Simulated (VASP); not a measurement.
CdF2:

```
Cd F
1.0
     0.00000    2.69400    2.69400
     2.69400    0.00000    2.69400
     2.69400    2.69400    0.00000
Cd F
1 2
Cartesian
  0.0000 0.0000 0.0000
  4.0410 4.0410 4.0410
  1.3470 1.3470 1.3470
```

- Program: VASP 6.6.1
- Task: relaxation of cell and atoms
- Functional: PBE
- Dispersion: D4
- Potentials or basis: VASP PAW PBE potentials, release 64 (Cd, F)
- Cutoff: 600 eV
- k mesh: 9 × 9 × 9
- Occupations: fermi-dirac, width 0.05 eV
- Spin: no spin polarisation

At the start: pressure 4.0 GPa; volume 13.03 Å³/atom.

**Question.** How do energy, volume and symmetry change on relaxing?

**Answer.** Over 3 steps the energy falls by 5.8 meV/atom and the volume is 13.52 Å³/atom (+3.7 %); space group Fm-3m (No. 225, to 0.05 Å).

Step by step:
```tsv
step	energy change (eV)	largest force (eV/Å)	pressure (GPa)	volume (Å³)
1	0.0000	0.0000	3.97	39.10
2	-0.0162	0.0000	-0.95	40.96
3	-0.0174	0.0000	0.01	40.56
```

Final structure:
```cif
data_structure
_symmetry_space_group_name_H-M 'P 1'
_symmetry_Int_Tables_number 1
_cell_length_a 3.8565
_cell_length_b 3.8565
_cell_length_c 3.8565
_cell_angle_alpha 60.000
_cell_angle_beta 60.000
_cell_angle_gamma 60.000
_cell_volume 40.56
loop_
_atom_site_label
_atom_site_type_symbol
_atom_site_fract_x
_atom_site_fract_y
_atom_site_fract_z
_atom_site_occupancy
Cd1 Cd 0.00000 0.00000 0.00000 1
F1 F 0.75000 0.75000 0.75000 1
F2 F 0.25000 0.25000 0.25000 1
```
